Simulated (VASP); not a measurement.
# GaS5 (Cmmm) in VASP: notebook

The runs below take GaS5 through single point, relaxation of cell and atoms, with PBE.

All numbers are computed with VASP 6.6.1; they aren't measurements. Logs are shortened: lines on timing, memory, paths and dates and some standing lists are left out, and cuts for length are marked.

## 1. The cell of the first run

The structure is orthorhombic, space group Cmmm (No. 65). Conventional cell: a = 7.645 Å, b = 8.156 Å, c = 4.437 Å, α = 90.00°, β = 90.00°, γ = 90.00°. Within 2.9 Å of Ga (site symmetry mmm) lie 6 S at 2.22 to 2.79 Å. Within 2.9 Å of S (site symmetry 2/m) lie 4 S at 2.22 to 2.79 Å. Within 2.9 Å of S (site symmetry 2/m) lie 2 S at 2.22 Å and 2 Ga at 2.79 Å. S (site symmetry mmm) has 2 Ga at 2.22 Å and 4 S at 2.79 Å within 2.9 Å.

The cell was generated, and may not be a known phase.

## 2. Single point, PBE

File INCAR:

```
SYSTEM = GaS5
PREC = Accurate
ENCUT = 520
EDIFF = 1E-6
ISMEAR = 0
SIGMA = 0.2
LREAL = .FALSE.
LASPH = .TRUE.
NELM = 60
ALGO = Normal
ISIF = 2
LWAVE = .FALSE.
LCHARG = .FALSE.
GGA = PE
NBANDS = 30
```

File KPOINTS:

```
regular mesh
0
G
  3 3 3
  0 0 0
```

File POSCAR:

```
GaS5
1.0
    3.8224868977     -4.0781061950      0.0000000000
    3.8224868977      4.0781061950      0.0000000000
    0.0000000000      0.0000000000      4.4366316305
Ga S
1 5
Direct
    0.0000000000      0.0000000000      0.0000000000
    0.0000000000      0.5000000000      0.5000000000
    0.5000000000      0.0000000000      0.5000000000
    0.0000000000      0.5000000000      0.0000000000
    0.5000000000      0.0000000000      0.0000000000
    0.0000000000      0.0000000000      0.5000000000
```

Potentials or basis: VASP PAW PBE potentials, release 64 (Ga_d, S).

Launch:

```console
cat potpaw_PBE.64/Ga_d/POTCAR potpaw_PBE.64/S/POTCAR > POTCAR
mpirun -np 1 vasp_std > vasp.out
```

OUTCAR:

```text
SYSTEM = GaS5
   PREC = Accurate
   ENCUT = 520
   EDIFF = 1E-6
   ISMEAR = 0
   LREAL = .FALSE.
   LASPH = .TRUE.
   NELM = 60
   ISIF = 2
   GGA = PE

 ion  position               nearest neighbor table
   1  0.000  0.000  0.000-   6 2.22   6 2.22   4 2.79   5 2.79   4 2.79   5 2.79
   2  0.000  0.500  0.500-   4 2.22   4 2.22
   3  0.500  0.000  0.500-   5 2.22   5 2.22
   4  0.000  0.500  0.000-   2 2.22   2 2.22   1 2.79   1 2.79
   5  0.500  0.000  0.000-   3 2.22   3 2.22   1 2.79   1 2.79
   6  0.000  0.000  0.500-   1 2.22   1 2.22

  LATTYP: Found a base centered orthorhombic cell.
 ALAT       =     7.6449737954
 B/A-ratio  =     1.0668725110
 C/A-ratio  =     0.5803331377

  Lattice vectors:

 A1 = (   3.8224868977,  -4.0781061950,   0.0000000000)
 A2 = (   3.8224868977,   4.0781061950,   0.0000000000)
 A3 = (   0.0000000000,   0.0000000000,   4.4366316305)

Analysis of symmetry for initial positions (statically):
=====================================================================
 Subroutine PRICEL returns:
 Original cell was already a primitive cell.

 Routine SETGRP: Setting up the symmetry group for a
 base centered orthorhombic supercell.

 Subroutine GETGRP returns: Found  8 space group operations
 (whereof  8 operations were pure point group operations)
 out of a pool of  8 trial point group operations.

The static configuration has the point symmetry D_2h.

Analysis of symmetry for dynamics (positions and initial velocities):
=====================================================================
 Subroutine PRICEL returns:
 Original cell was already a primitive cell.

 Routine SETGRP: Setting up the symmetry group for a
 base centered orthorhombic supercell.

 Subroutine GETGRP returns: Found  8 space group operations
 (whereof  8 operations were pure point group operations)
 out of a pool of  8 trial point group operations.

The dynamic configuration has the point symmetry D_2h.

 Subroutine INISYM returns: Found  8 space group operations
 (whereof  8 operations are pure point group operations),
 and found     1 'primitive' translations

----------------------------------------------------------------------------------------

                                     Primitive cell

  volume of cell :     138.3209

  direct lattice vectors                    reciprocal lattice vectors
[... 78 lines left out ...]
   EDIFF  = 0.1E-05   stopping-criterion for ELM
   LREAL  =      F    real-space projection
   EDIFFG = 0.1E-04   stopping-criterion for IOM
   NSW    =      0    number of steps for IOM
   IBRION =     -1    ionic relax: 0-MD 1-quasi-New 2-CG
   NFREE  =      0    steps in history (QN), initial steepest desc. (CG)
   ISIF   =      2    stress and relaxation
   ISYM   =      2    0-nonsym 1-usesym 2-fastsym
   POTIM  = 0.5000    time-step for ionic-motion
   TEBEG  =    0.0;   TEEND  =   0.0 temperature during run
   PSTRESS=    0.0 pullay stress
   NELECT =      43.0000    total number of electrons
   NUPDOWN=      -1.0000    fix difference up-down
   EMIN   =  10.00;   EMAX   =-10.00  energy-range for DOS
   EFERMI =   0.00;   METHOD = LEGACY
   ISMEAR =     0;   SIGMA  =   0.20  broadening in eV -4-tet -1-fermi 0-gaus
   EFERMI_NEDOS =   21; number of points for ismear=-14 and -15
   IALGO  =     38    algorithm
   IMIX   =      4    mixing-type and parameters
     AMIX     =   0.40;   BMIX     =  1.00
     AMIX_MAG =   1.60;   BMIX_MAG =  1.00
  volume/ion in A,a.u.               =      23.05       155.57
  Fermi-wavevector in a.u.,A,eV,Ry     =   1.109009  2.095723 16.733814  1.229901
  Thomas-Fermi vector in A             =   2.245543
   LORBIT       =      0    0 simple, 1 ext, 2 COOP (PROOUT), +10 PAW based schemes
   GGA     = PE    functional components
   LHFCALC =     F    Hartree Fock is set to
   AEXX    =    0.0000 exact exchange contribution
   IVDW    =     0    specifies the selected vdW correction
   LEPSILON=     F    determine dielectric tensor
   LRPA    =     F    only Hartree local field effects (RPA)
 non-spin polarized calculation
 Gauss-broadening in eV      SIGMA  =   0.20
  energy-cutoff  :      520.00
  volume of cell :      138.32
 maximum number of plane-waves:      3733
 NGX is ok and might be reduce to    42
   NGX = 21   NGY = 21   NGZ = 17

 number of electron      42.9999998 magnetization

 Free energy of the ion-electron system (eV)
  ---------------------------------------------------
  ext. energy  EPLUGINS =         0.00000000
  ---------------------------------------------------
  free energy    TOTEN  =       -22.04071533 eV

  energy without entropy =      -22.00978971  energy(sigma->0) =      -22.02525252

 E-fermi :   2.9876     XC(G=0):  -8.8408

 val. band max:        2.8393064361   @ k =  -0.3333   0.3333   0.3333
 cond. band min:       3.3776786308   @ k =  -0.3333   0.3333   0.0000
 fundamental gap:      0.5383721947
 Fermi energy:         2.9875542508

 k-point     1 :       0.0000    0.0000    0.0000
  band No.  band energies     occupation
      1     -12.8848      2.00000
      2     -12.3057      2.00000
      3     -12.2439      2.00000
      4     -12.1327      2.00000
      5     -12.1318      2.00000
      6     -12.1286      2.00000
[... 253 lines left out ...]
     29       9.9273      0.00000
     30      10.9476      0.00000

------------------------ aborting loop because EDIFF is reached ----------------------------------------

  FORCE on cell =-STRESS in cart. coord.  units (eV):
  Direction    XX          YY          ZZ          XY          YZ          ZX
  --------------------------------------------------------------------------------------
  -------------------------------------------------------------------------------------
  Total        0.2998000     -0.4623768     -0.7113659      0.0000000      0.0000000      0.0000000
  in kB        3.4725959     -5.3557303     -8.2397820      0.0000000      0.0000000      0.0000000
  external PRESSURE =      -3.3743055 kB  Pullay stress =       0.0000000 kB

 VOLUME and BASIS-vectors are now :
 -----------------------------------------------------------------------------
  energy-cutoff  :      520.00
  volume of cell :      138.32
      direct lattice vectors                 reciprocal lattice vectors
     3.822486898 -4.078106195  0.000000000     0.130804896 -0.122605929  0.000000000
     3.822486898  4.078106195  0.000000000     0.130804896  0.122605929  0.000000000
     0.000000000  0.000000000  4.436631630     0.000000000  0.000000000  0.225396220

 POSITION                                       TOTAL-FORCE (eV/Angst)
 -----------------------------------------------------------------------------------
      0.00000      0.00000      0.00000         0.000000     -0.000000      0.000000
      1.91124      2.03905      2.21832         0.000000     -0.000000      0.000000
      1.91124     -2.03905      2.21832        -0.000000     -0.000000      0.000000
      1.91124      2.03905      0.00000        -0.000000      0.000000      0.000000
      1.91124     -2.03905      0.00000        -0.000000      0.000000      0.000000
      0.00000      0.00000      2.21832        -0.000000     -0.000000      0.000000
 -----------------------------------------------------------------------------------
    total drift:                               -0.000000     -0.000000     -0.000000

  FREE ENERGIE OF THE ION-ELECTRON SYSTEM (eV)
  ---------------------------------------------------
  free  energy   TOTEN  =       -22.0407153306 eV

  energy  without entropy=      -22.0097897140  energy(sigma->0) =      -22.02525252
```

stdout:

```text
POSCAR found type information on POSCAR GaS
 POSCAR found :  2 types and       6 ions
 scaLAPACK will be used
 LDA part: xc-table for (Slater+PW92), standard interpolation
 POSCAR, INCAR and KPOINTS ok, starting setup
 FFT: planning ... GRIDC
 FFT: planning ... GRID_SOFT
 FFT: planning ... GRID
 WAVECAR not read
 entering main loop
```

Wall time 61 s (1 thread of Intel Xeon 8259CL, shared host); peak memory 0.24 GiB.

What came out:

| Item | Value |
| --- | --- |
| Free energy | -22.0407 eV |
| Pressure | -0.3 GPa |
| Band gap on the k mesh | zero (an odd number of electrons rules out a gap without spin polarisation) |

Caveat: the k points lie up to 0.47 Å⁻¹ apart, too coarse for converged energies and pressures of a metal.

## 3. Relaxation of cell and atoms, PBE

This run uses another cell than the first one, of 26.90 Å³/atom.

File INCAR:

```
PREC = Accurate
ENCUT = 600
EDIFF = 1E-6
ISMEAR = 0
SIGMA = 0.2
LREAL = False
LASPH = True
NELM = 60
ALGO = Normal
ISIF = 3
LWAVE = False
LCHARG = False
GGA = PE
IBRION = 2
NSW = 36
EDIFFG = -0.08
```

File KPOINTS:

```
regular mesh
0
Gamma
  3 3 3
```

POSCAR: that of step 2 with these lines changed.

```diff
@@ -2,5 +2,5 @@
 1.0
-    3.8224868977     -4.0781061950      0.0000000000
-    3.8224868977      4.0781061950      0.0000000000
-    0.0000000000      0.0000000000      4.4366316305
+    3.2833175500     -4.4713622000      0.0000000000
+    3.2833175500      4.4713622000      0.0000000000
+    0.0000000000      0.0000000000      5.4970448500
 Ga S
```

Potentials or basis: VASP PAW PBE potentials, release 64 (Ga_d, S).

Launch:

```console
cat potpaw_PBE.64/Ga_d/POTCAR potpaw_PBE.64/S/POTCAR > POTCAR
mpirun -np 1 vasp_std > vasp.out
```

Run time: 26 min. Hardware: 1 thread of Intel Xeon 8259CL, shared host; peak memory 0.36 GiB.

Results (log left out):

```yaml
Free_energy: -22.0470 eV
Relaxed_volume: 23.06 Å³/atom
Relaxed_cell: a = 5.593 Å, b = 5.593 Å, c = 4.427 Å, α = 90.00°, β = 90.00°, γ = 92.66°
Space_group_after_relaxing_to_0.1_Å: Cmmm (No. 65)
Energy_gained_by_relaxing: 499.4 meV/atom
Ionic_steps: 24
Pressure_after_relaxing: -0.1 GPa
Band_gap_on_the_k_mesh: zero (an odd number of electrons rules out a gap without spin polarisation)
```

Stress tensor (GPa, compression positive):
```
 0.16  0.00  0.00
 0.00 -0.43  0.00
 0.00  0.00 -0.04
```

Step by step:
| step | energy change (eV) | largest force (eV/Å) | pressure (GPa) | volume (Å³) |
| --- | --- | --- | --- | --- |
| 1 | 0.0000 | 0.0000 | -9.12 | 161.40 |
| 2 | -2.2478 | 0.0000 | -2.88 | 127.90 |
| 3 | -2.4842 | 0.0000 | 2.28 | 119.04 |
| 4 | -2.6027 | 0.0000 | 6.54 | 119.39 |
| 5 | -2.6333 | 0.0000 | 4.68 | 119.33 |
| 6 | -2.7971 | 0.0000 | 0.00 | 129.66 |
| 7 | -2.8026 | 0.0000 | -1.03 | 132.67 |
| 8 | -2.8549 | 0.0000 | -0.04 | 136.46 |
| 9 | -2.8549 | 0.0000 | -0.05 | 136.40 |
| 10 | -2.8701 | 0.0000 | 0.09 | 136.78 |
| 11 | -2.9157 | 0.0000 | 0.53 | 137.80 |
| 12 | -2.9272 | 0.0000 | 1.66 | 139.32 |
| 13 | -2.9383 | 0.0000 | 1.16 | 138.78 |
| 14 | -2.9423 | 0.0000 | 1.06 | 139.00 |
| 15 | -2.9528 | 0.0000 | 0.80 | 139.62 |
| 16 | -2.9680 | 0.0000 | 0.30 | 140.85 |
| 17 | -2.9770 | 0.0000 | -0.64 | 143.15 |
| 18 | -2.9773 | 0.0000 | -0.40 | 142.58 |
| 19 | -2.9807 | 0.0000 | -0.46 | 142.29 |
| 20 | -2.9882 | 0.0000 | -0.59 | 141.42 |
| 21 | -2.9911 | 0.0000 | -0.81 | 139.66 |
| 22 | -2.9919 | 0.0000 | -0.77 | 140.23 |
| 23 | -2.9954 | 0.0000 | -0.33 | 139.05 |
| 24 | -2.9963 | 0.0000 | -0.10 | 138.34 |

Final structure:
```xyz
6
Lattice="3.8620 -4.0453 0.0000 3.8620 4.0453 0.0000 0.0000 0.0000 4.4273" Properties=species:S:1:pos:R:3 pbc="T T T"
Ga    0.0000    0.0000    0.0000
S     1.9310    2.0227    2.2136
S     1.9310   -2.0227    2.2136
S     1.9310    2.0227    0.0000
S     1.9310   -2.0227    0.0000
S     0.0000    0.0000    2.2136
```

Levels at points of the mesh, in eV from the Fermi level:
```tsv
k point	band 16	band 17	band 18	band 19	band 20	band 21	band 22	band 23	band 24	band 25
(0.00, 0.00, 0.00)	-3.20	-2.92	-2.09	-1.50	-1.38	0.96	1.14	1.77	1.84	4.41
```

Caveat: the k points lie up to 0.47 Å⁻¹ apart in the final cell, too coarse for converged energies and pressures of a metal; a cell axis changed by over 15 % at a fixed basis, so the end point is rough.

The gap in the log of VASP goes by the Fermi energy; the results here count the filled bands.